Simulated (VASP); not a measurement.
# V (P6/mmm) in VASP: notebook, part 2 of 2

VASP 6.6.1.

## Step 3: Single point, PBE (volume scaled by 0.75)

The input, INCAR:

```
SYSTEM = V
ALGO     = Normal         ! electronic algorithm
EDIFF    = 1E-7           ! SCF threshold, eV
ENCUT    = 520            ! plane-wave cutoff, eV
GGA      = PE             ! functional
ISIF     = 2              ! what is computed and relaxed
ISMEAR   = -1             ! smearing method
LASPH    = .True.         ! aspherical terms in the spheres
LCHARG   = .False.        ! write CHGCAR
LREAL    = .False.        ! projectors in reciprocal space
LWAVE    = .False.        ! write WAVECAR
NBANDS   = 12             ! bands
NELM     = 60             ! most SCF steps
PREC     = Accurate       ! precision mode
SIGMA    = 0.05           ! smearing width, eV
```

The input, KPOINTS:

```
k-points
0
Gamma
  17 17 15
  0 0 0
```

The input, POSCAR:

```
V
1.0
    2.3642843690      0.0000000000      0.0000000000
   -1.1821421845      2.0475303253      0.0000000000
    0.0000000000      0.0000000000      2.1999185349
V
1
Direct
    0.0000000000      0.0000000000      0.0000000000
```

Potentials or basis: VASP PAW PBE potentials, release 64 (V_sv).

On the command line:

```
cat potpaw_PBE.64/V_sv/POTCAR > POTCAR
mpirun -np 1 vasp_std > vasp.out
```

OUTCAR:

```text
SYSTEM = V
   EDIFF = 1E-7
   ENCUT = 520
   GGA = PE
   ISIF = 2
   ISMEAR = -1
   LASPH = .True.
   LREAL = .False.
   NELM = 60
   PREC = Accurate

 ion  position               nearest neighbor table
   1  0.000  0.000  0.000-

  LATTYP: Found a hexagonal cell.
 ALAT       =     2.3642843690
 C/A-ratio  =     0.9304796681

  Lattice vectors:

 A1 = (   2.3642843690,   0.0000000000,   0.0000000000)
 A2 = (  -1.1821421845,   2.0475303253,   0.0000000000)
 A3 = (   0.0000000000,   0.0000000000,   2.1999185349)

Analysis of symmetry for initial positions (statically):
=====================================================================
 Subroutine PRICEL returns:
 Original cell was already a primitive cell.

 Routine SETGRP: Setting up the symmetry group for a
 hexagonal supercell.

 Subroutine GETGRP returns: Found 24 space group operations
 (whereof 24 operations were pure point group operations)
 out of a pool of 24 trial point group operations.

The static configuration has the point symmetry D_6h.

Analysis of symmetry for dynamics (positions and initial velocities):
=====================================================================
 Subroutine PRICEL returns:
 Original cell was already a primitive cell.

 Routine SETGRP: Setting up the symmetry group for a
 hexagonal supercell.

 Subroutine GETGRP returns: Found 24 space group operations
 (whereof 24 operations were pure point group operations)
 out of a pool of 24 trial point group operations.

The dynamic configuration has the point symmetry D_6h.

 Subroutine INISYM returns: Found 24 space group operations
 (whereof 24 operations are pure point group operations),
 and found     1 'primitive' translations

----------------------------------------------------------------------------------------

[... 114 lines left out ...]
   LORBIT       =      0    0 simple, 1 ext, 2 COOP (PROOUT), +10 PAW based schemes
   GGA     = PE    functional components
   LHFCALC =     F    Hartree Fock is set to
   AEXX    =    0.0000 exact exchange contribution
   IVDW    =     0    specifies the selected vdW correction
   LEPSILON=     F    determine dielectric tensor
   LRPA    =     F    only Hartree local field effects (RPA)
 non-spin polarized calculation
  energy-cutoff  :      520.00
  volume of cell :       10.65
 maximum number of plane-waves:       301
 NGX is ok and might be reduce to    18
   NGX =  9   NGY =  9   NGZ =  9

 number of electron      12.9999997 magnetization

 Free energy of the ion-electron system (eV)
  ---------------------------------------------------
  ext. energy  EPLUGINS =         0.00000000
  ---------------------------------------------------
  free energy    TOTEN  =        -7.82364613 eV

  energy without entropy =       -7.81517873  energy(sigma->0) =       -7.81941243

 E-fermi :  13.4477     XC(G=0): -14.1705

 val. band max:       13.4321124393   @ k =   0.4118   0.1765   0.3333
 cond. band min:      13.4625711758   @ k =   0.0000   0.0000   0.4000
 fundamental gap:      0.0304587365
 Fermi energy:        13.4476893343

 k-point     1 :       0.0000    0.0000    0.0000
  band No.  band energies     occupation
      1     -50.7622      2.00000
      2     -23.3109      2.00000
      3     -23.3109      2.00000
      4     -23.2343      2.00000
      5       6.1607      2.00000
      6       9.9206      2.00000
      7      13.4783      0.70330
      8      13.4783      0.70330
      9      18.1020      0.00000
     10      18.1020      0.00000
     11      32.6409      0.00000
     12      35.6694      0.00000
[... 331 lines left out ...]
 k-point    24 :       0.1765    0.1765    0.0000
  band No.  band energies     occupation
      1     -50.4354      2.00000
      2     -24.6185      2.00000
      3     -23.7604      2.00000
      4     -23.0779      2.00000
      5       9.4876      2.00000
      6      11.2769      2.00000
      7      11.3301      2.00000
      8      16.2939      0.00000
      9      16.8854      0.00000
     10      17.5356      0.00000
     11      30.1756      0.00000
     12      31.8600      0.00000

 [... further k-points ...]

------------------------ aborting loop because EDIFF is reached ----------------------------------------

  FORCE on cell =-STRESS in cart. coord.  units (eV):
  Direction    XX          YY          ZZ          XY          YZ          ZX
  --------------------------------------------------------------------------------------
  -------------------------------------------------------------------------------------
  Total        5.1698879      5.1698879      5.2475208      0.0000000      0.0000000     -0.0000000
  in kB      777.7769307    777.7769306    789.4563050      0.0000000      0.0000000     -0.0000000
  external PRESSURE =     781.6700554 kB  Pullay stress =       0.0000000 kB

 VOLUME and BASIS-vectors are now :
 -----------------------------------------------------------------------------
  energy-cutoff  :      520.00
  volume of cell :       10.65
      direct lattice vectors                 reciprocal lattice vectors
     2.364284369  0.000000000  0.000000000     0.422960966  0.244196627  0.000000000
    -1.182142184  2.047530325  0.000000000     0.000000000  0.488393255  0.000000000
     0.000000000  0.000000000  2.199918535     0.000000000  0.000000000  0.454562287

 POSITION                                       TOTAL-FORCE (eV/Angst)
 -----------------------------------------------------------------------------------
      0.00000      0.00000      0.00000         0.000000      0.000000      0.000000
 -----------------------------------------------------------------------------------
    total drift:                               -0.000000      0.000000      0.000000

  FREE ENERGIE OF THE ION-ELECTRON SYSTEM (eV)
  ---------------------------------------------------
  free  energy   TOTEN  =        -7.8236461303 eV

  energy  without entropy=       -7.8151787287  energy(sigma->0) =       -7.81941243
```

It took 10 s on 1 thread of Intel Xeon 6975P-C (Granite Rapids), shared host; peak memory 0.14 GiB.

Results:

* Free energy: -7.8236 eV
* Pressure: 78.2 GPa

## Step 4: Single point, PBE (volume scaled by 0.85)

The input, INCAR:

```
PREC = Accurate ; ENCUT = 520
EDIFF = 1E-6 ; ISMEAR = -1
SIGMA = 0.05 ; LREAL = F
LASPH = T ; NELM = 80
ALGO = Normal ; ISIF = 2
LWAVE = F ; LCHARG = F
GGA = PE ; NBANDS = 12
```

The input, KPOINTS:

```
Automatic mesh
0
Gamma
  17 17 15
```

The input, POSCAR:

```
V
1.0
    2.4652151133      0.0000000000      0.0000000000
   -1.2326075566      2.1349389139      0.0000000000
    0.0000000000      0.0000000000      2.2932639287
V
1
Direct
    0.0000000000      0.0000000000      0.0000000000
```

Potentials or basis: VASP PAW PBE potentials, release 64 (V_sv).

On the command line:

```
cat potpaw_PBE.64/V_sv/POTCAR > POTCAR
mpirun -np 1 vasp_std > vasp.out
```

OUTCAR:

```text
PREC = Accurate
   ENCUT = 520
   EDIFF = 1E-6
   ISMEAR = -1
   LREAL = F
   LASPH = T
   NELM = 80
   ISIF = 2
   GGA = PE

 ion  position               nearest neighbor table
   1  0.000  0.000  0.000-

  LATTYP: Found a hexagonal cell.
 ALAT       =     2.4652151133
 C/A-ratio  =     0.9302490141

  Lattice vectors:

 A1 = (   2.4652151133,   0.0000000000,   0.0000000000)
 A2 = (  -1.2326075566,   2.1349389139,   0.0000000000)
 A3 = (   0.0000000000,   0.0000000000,   2.2932639287)

Analysis of symmetry for initial positions (statically):
=====================================================================
 Subroutine PRICEL returns:
 Original cell was already a primitive cell.

 Routine SETGRP: Setting up the symmetry group for a
 hexagonal supercell.

 Subroutine GETGRP returns: Found 24 space group operations
 (whereof 24 operations were pure point group operations)
 out of a pool of 24 trial point group operations.

The static configuration has the point symmetry D_6h.

Analysis of symmetry for dynamics (positions and initial velocities):
=====================================================================
[... 159 lines left out ...]
 fundamental gap:      0.0215641993
 Fermi energy:        11.5654551524

 k-point     1 :       0.0000    0.0000    0.0000
  band No.  band energies     occupation
      1     -52.5413      2.00000
      2     -25.4948      2.00000
      3     -25.4948      2.00000
      4     -25.4304      2.00000
      5       4.4826      2.00000
      6       8.5957      2.00000
      7      11.6978      0.13232
      8      11.6978      0.13232
      9      15.5961      0.00000
     10      15.5961      0.00000
     11      30.0518      0.00000
     12      32.0535      0.00000
[... 331 lines left out ...]
 k-point    24 :       0.1765    0.1765    0.0000
  band No.  band energies     occupation
      1     -52.3324      2.00000
      2     -26.4040      2.00000
      3     -25.8075      2.00000
      4     -25.3231      2.00000
      5       7.5767      2.00000
      6       9.6935      2.00000
      7       9.8239      2.00000
      8      14.1002      0.00000
      9      14.5503      0.00000
     10      15.1294      0.00000
     11      26.7708      0.00000
     12      28.0675      0.00000

 [... further k-points ...]
[... 5 lines left out ...]
  --------------------------------------------------------------------------------------
  -------------------------------------------------------------------------------------
  Total        2.6267444      2.6267444      2.6735865      0.0000000      0.0000000      0.0000000
  in kB      348.6856554    348.6856554    354.9036818      0.0000000      0.0000000      0.0000000
  external PRESSURE =     350.7583309 kB  Pullay stress =       0.0000000 kB

 VOLUME and BASIS-vectors are now :
 -----------------------------------------------------------------------------
  energy-cutoff  :      520.00
  volume of cell :       12.07
      direct lattice vectors                 reciprocal lattice vectors
     2.465215113  0.000000000  0.000000000     0.405644114  0.234198738  0.000000000
    -1.232607557  2.134938914  0.000000000     0.000000000  0.468397477  0.000000000
     0.000000000  0.000000000  2.293263929     0.000000000  0.000000000  0.436059708

 POSITION                                       TOTAL-FORCE (eV/Angst)
 -----------------------------------------------------------------------------------
      0.00000      0.00000      0.00000        -0.000000      0.000000      0.000000
 -----------------------------------------------------------------------------------
    total drift:                               -0.000000      0.000000      0.000000

  FREE ENERGIE OF THE ION-ELECTRON SYSTEM (eV)
  ---------------------------------------------------
  free  energy   TOTEN  =        -8.3100949781 eV

  energy  without entropy=       -8.3000327311  energy(sigma->0) =       -8.30506385
```

stdout:

```text
POSCAR found type information on POSCAR V
 POSCAR found :  1 types and       1 ions
 scaLAPACK will be used
 LDA part: xc-table for (Slater+PW92), standard interpolation
 POSCAR, INCAR and KPOINTS ok, starting setup
 FFT: planning ... GRIDC
 FFT: planning ... GRID_SOFT
 FFT: planning ... GRID
 WAVECAR not read
 entering main loop
```

Wall time 10 s (1 thread of Intel Xeon 6975P-C (Granite Rapids), shared host); peak memory 0.14 GiB.

Results:

```
Free energy : -8.3101 eV
Pressure    : 35.1 GPa
```

Stress tensor (GPa, compression positive):
```
34.87  0.00  0.00
 0.00 34.87  0.00
 0.00  0.00 35.49
```
